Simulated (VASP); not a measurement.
# AlN (P6_3mc) in VASP: elastic constants with PBE

Aim: the elastic constants of AlN with PBE.

All numbers are computed with VASP 6.6.1; they aren't measurements. Logs are shortened: lines on timing, memory, paths and dates and some standing lists are left out, and cuts for length are marked.

### Step 1. The cell of the first run

The structure is hexagonal, space group P6_3mc (No. 186). Conventional cell: a = 3.130 Å, b = 3.130 Å, c = 5.018 Å, α = 90.00°, β = 90.00°, γ = 120.00°. Within 2.5 Å of Al (site symmetry 3m) lie 4 N at 1.90 to 1.91 Å. N (site symmetry 3m) has 4 Al at 1.90 to 1.91 Å within 2.5 Å.

### Step 2. Elastic constants, PBE

File INCAR:

```
SYSTEM = AlN
PREC = Accurate
ENCUT = 600
EDIFF = 1E-8
ISMEAR = 0
SIGMA = 0.01
LREAL = .False.
LASPH = .True.
NELM = 100
ALGO = Normal
ISIF = 3
LWAVE = .False.
LCHARG = .False.
GGA = PE
IBRION = 6
NFREE = 2
POTIM = 0.015
NSW = 1
```

File KPOINTS:

```
regular mesh
0
Gamma
  9 9 6
  0 0 0
```

File POSCAR:

```
AlN
1.0
    3.1302455678      0.0000000000      0.0000000000
   -1.5651227839      2.7108721818      0.0000000000
    0.0000000000      0.0000000000      5.0179604237
Al N
2 2
Direct
    0.3333333333      0.6666666667     -0.0007713538
    0.6666666667      0.3333333333      0.4992286462
    0.3333333333      0.6666666667      0.3807713538
    0.6666666667      0.3333333333      0.8807713538
```

Potentials or basis: VASP PAW PBE potentials, release 64 (Al, N).

Run with:

```bash
$ cat potpaw_PBE.64/Al/POTCAR potpaw_PBE.64/N/POTCAR > POTCAR
$ mpirun -np 1 vasp_std > vasp.out
```

OUTCAR:

```text
SYSTEM = AlN
   PREC = Accurate
   ENCUT = 600
   EDIFF = 1E-8
   ISMEAR = 0
   LREAL = .False.
   LASPH = .True.
   NELM = 100
   ISIF = 3
   GGA = PE
   IBRION = 6
   NFREE = 2
   POTIM = 0.015
   NSW = 1

 ion  position               nearest neighbor table
   1  0.333  0.667  0.999-   4 1.90   4 1.90   4 1.90   3 1.91   2 3.09   2 3.09   2 3.09   2 3.09
                             2 3.09   2 3.09
   2  0.667  0.333  0.499-   3 1.90   3 1.90   3 1.90   4 1.91   1 3.09   1 3.09   1 3.09   1 3.09
                             1 3.09   1 3.09
   3  0.333  0.667  0.381-   2 1.90   2 1.90   2 1.90   1 1.91
   4  0.667  0.333  0.881-   1 1.90   1 1.90   1 1.90   2 1.91

  LATTYP: Found a hexagonal cell.
 ALAT       =     3.1302455678
 C/A-ratio  =     1.6030564743

  Lattice vectors:

 A1 = (   3.1302455678,   0.0000000000,   0.0000000000)
 A2 = (  -1.5651227839,   2.7108721818,   0.0000000000)
 A3 = (   0.0000000000,   0.0000000000,   5.0179604237)

Analysis of symmetry for initial positions (statically):
=====================================================================
 Subroutine PRICEL returns:
 Original cell was already a primitive cell.

 Routine SETGRP: Setting up the symmetry group for a
 hexagonal supercell.

 Subroutine GETGRP returns: Found 12 space group operations
 (whereof  6 operations were pure point group operations)
 out of a pool of 24 trial point group operations.

The static configuration has the point symmetry C_3v.
 The point group associated with its full space group is C_6v.

Analysis of symmetry for dynamics (positions and initial velocities):
=====================================================================
 Subroutine PRICEL returns:
 Original cell was already a primitive cell.

 Routine SETGRP: Setting up the symmetry group for a
 hexagonal supercell.

[... 724 lines left out ...]
     10      14.1877      0.00000
     11      14.9175      0.00000
     12      15.0257      0.00000

 [... further k-points ...]

------------------------ aborting loop because EDIFF is reached ----------------------------------------

  FORCE on cell =-STRESS in cart. coord.  units (eV):
  Direction    XX          YY          ZZ          XY          YZ          ZX
  --------------------------------------------------------------------------------------
  -------------------------------------------------------------------------------------
  Total       -0.1845619     -0.1845619      0.0823972      0.0000000      0.0000000      0.0000000
  in kB       -6.9444529     -6.9444529      3.1003345      0.0000000      0.0000000      0.0000000
  external PRESSURE =      -3.5961904 kB  Pullay stress =       0.0000000 kB
[... 19 lines left out ...]
  FREE ENERGIE OF THE ION-ELECTRON SYSTEM (eV)
  ---------------------------------------------------
  free  energy   TOTEN  =       -29.7813976055 eV

  energy  without entropy=      -29.7813976055  energy(sigma->0) =      -29.78139761

 INTERNAL STRAIN TENSORS FROM STRAINED CELLS
 ============================================

 INTERNAL STRAIN TENSOR FOR ION    1 for displacements in x,y,z  (eV/Angst):
          X           Y           Z          XY          YZ          ZX
  --------------------------------------------------------------------------------
  x     0.00000     0.00000    -0.00000    -8.14761    -0.00000    -4.86862
  y    -8.17209     8.19807    -0.00000    -0.00004    -4.85797    -0.00002
  z    -5.04040    -5.05046    11.20921    -0.00016    -0.00475    -0.00015

 INTERNAL STRAIN TENSORS FROM DISPLACED ATOMS
 ============================================

 INTERNAL STRAIN TENSOR FOR ION    1 for displacements in x,y,z  (eV/Angst):
          X           Y           Z          XY          YZ          ZX
  --------------------------------------------------------------------------------
  x     0.00000    -0.00000     0.00000    -8.14303     0.00000    -4.86088
  y    -8.14303     8.14303     0.00000     0.00000    -4.86088     0.00000
  z    -5.02291    -5.02291    11.15242     0.00000     0.00000     0.00000

 INTERNAL STRAIN TENSOR FOR ION    4 for displacements in x,y,z  (eV/Angst):
          X           Y           Z          XY          YZ          ZX
  --------------------------------------------------------------------------------
  x     0.00000     0.00000     0.00000     9.78297    -0.00000     4.86057
  y     9.78297    -9.78297    -0.00000    -0.00000     4.86057    -0.00000
  z     5.03106     5.03106   -11.15644     0.00000     0.00000     0.00000

 Eigenvectors and eigenvalues of the dynamical matrix
 ----------------------------------------------------

   1 f  =   21.170680 THz   133.019305 2PiTHz  706.177869 cm-1    87.554858 meV
             X         Y         Z           dx          dy          dz
     -0.000000  1.807248  5.014090     0.000000   -0.000000   -0.009226
      1.565123  0.903624  2.505110     0.000000   -0.000000    0.009226
     -0.000000  1.807248  1.910696    -0.000000    0.000000   -0.707047
      1.565123  0.903624  4.419676    -0.000000    0.000000    0.707047
[... 71 lines left out ...]
  12 f/i=    0.000169 THz     0.001060 2PiTHz    0.005626 cm-1     0.000698 meV
             X         Y         Z           dx          dy          dz
     -0.000000  1.807248  5.014090    -0.147587   -0.554440   -0.000000
      1.565123  0.903624  2.505110    -0.147587   -0.554440   -0.000000
     -0.000000  1.807248  1.910696    -0.106314   -0.399390   -0.000000
      1.565123  0.903624  4.419676    -0.106314   -0.399390   -0.000000

--------------------------------------------------------------------------------------------------------

 ELASTIC MODULI CONTR FROM IONIC RELAXATION (kBar)
 Direction    XX          YY          ZZ          XY          YZ          ZX
 --------------------------------------------------------------------------------
 XX        -629.8414    312.7675    351.7793      0.0000      0.0000      0.0000
 YY         312.7675   -629.8414    351.7793     -0.0000     -0.0000     -0.0000
 ZZ         351.7793    351.7793   -780.5670     -0.0000      0.0000     -0.0000
 XY           0.0000     -0.0000     -0.0000   -471.3045      0.0000     -0.0000
 YZ          -0.0000     -0.0000      0.0000      0.0000   -124.5129      0.0000
 ZX           0.0000     -0.0000     -0.0000     -0.0000      0.0000   -124.5129
 --------------------------------------------------------------------------------

 TOTAL ELASTIC MODULI (kBar)
 Direction    XX          YY          ZZ          XY          YZ          ZX
 --------------------------------------------------------------------------------
 XX        3734.6794   1269.9532    966.4648      0.0000      0.0000      0.0000
 YY        1269.9532   3734.6794    966.4648     -0.0000     -0.0000     -0.0000
 ZZ         966.4648    966.4648   3536.7198     -0.0000      0.0000     -0.0000
 XY           0.0000     -0.0000     -0.0000   1232.3631      0.0000     -0.0000
 YZ          -0.0000     -0.0000      0.0000      0.0000   1117.4055      0.0000
 ZX           0.0000     -0.0000     -0.0000     -0.0000      0.0000   1117.4056
 --------------------------------------------------------------------------------
```

OSZICAR:

```text
N       E                     dE             d eps       ncg     rms          rms(c)
DAV:   1     0.615464111393E+02    0.61546E+02   -0.83960E+03  1152   0.135E+03
DAV:   2    -0.297619124499E+02   -0.91308E+02   -0.83128E+02  1684   0.246E+02
DAV:   3    -0.344175040236E+02   -0.46556E+01   -0.46368E+01  1492   0.617E+01
[... 241 lines left out ...]
DAV:   4    -0.297813992654E+02   -0.27884E-04   -0.52453E-04  1732   0.202E-01    0.244E-02
DAV:   5    -0.297813975376E+02    0.17278E-05   -0.88394E-06  1888   0.325E-02    0.113E-02
DAV:   6    -0.297813976319E+02   -0.94293E-07   -0.23848E-06  1756   0.156E-02    0.269E-03
DAV:   7    -0.297813976029E+02    0.28948E-07   -0.26231E-07  1836   0.710E-03    0.120E-03
DAV:   8    -0.297813976055E+02   -0.26201E-08   -0.57394E-08  1636   0.257E-03
  21 F= -.29781398E+02 E0= -.29781398E+02  d E =-.687503E-69
```

stdout:

```text
POSCAR found type information on POSCAR AlN
 POSCAR found :  2 types and       4 ions
 scaLAPACK will be used
 LDA part: xc-table for (Slater+PW92), standard interpolation
 POSCAR, INCAR and KPOINTS ok, starting setup
 FFT: planning ... GRIDC
 FFT: planning ... GRID_SOFT
 FFT: planning ... GRID
 WAVECAR not read
 entering main loop
 Found     4 degrees of freedom:
 Adding 6 more for cell shape distortion
 Finite differences POTIM= 0.01500 DOF=  10
 bond charge predicted
 Finite differences progress:
 bond charge predicted
 Finite differences progress:
 bond charge predicted
 Finite differences progress:
 bond charge predicted
 Finite differences progress:
 bond charge predicted
 Finite differences progress:
 bond charge predicted
 Finite differences progress:
 bond charge predicted
 Finite differences progress:
 bond charge predicted
 Finite differences progress:
 bond charge predicted
 Finite differences progress:
 bond charge predicted
 Finite differences progress:
 bond charge predicted
 Finite differences progress:
 bond charge predicted
 Finite differences progress:
 bond charge predicted
 Finite differences progress:
 bond charge predicted
 Finite differences progress:
 bond charge predicted
 Finite differences progress:
 bond charge predicted
 Finite differences progress:
 bond charge predicted
 Finite differences progress:
 bond charge predicted
 Finite differences progress:
 bond charge predicted
 Finite differences progress:
 bond charge predicted
 Finite differences progress:
```

Run time: 6.8 min. Hardware: 1 thread of Intel Xeon 6975P-C (Granite Rapids), shared host; peak memory 0.38 GiB.

What came out:

* Voigt bulk modulus: 193 GPa
* Highest phonon frequency at Γ, LO-TO splitting left out: 706 cm⁻¹

Phonon frequencies in cm⁻¹ (negative: imaginary):
| q point | frequencies |
| --- | --- |
| (0.000, 0.000, 0.000) | 0 0 0 237 237 535 595 637 637 649 649 706 |

Elastic tensor in Voigt notation (GPa, in the Cartesian axes of the cell as first typed):
```
373 127  97   0   0   0
127 373  97   0   0   0
 97  97 354   0   0   0
  0   0   0 112   0   0
  0   0   0   0 112   0
  0   0   0   0   0 123
```

Clamped-ion elastic tensor (GPa):
```
436  96  61   0   0   0
 96 436  61   0   0   0
 61  61 432   0   0   0
  0   0   0 124   0   0
  0   0   0   0 124   0
  0   0   0   0   0 170
```
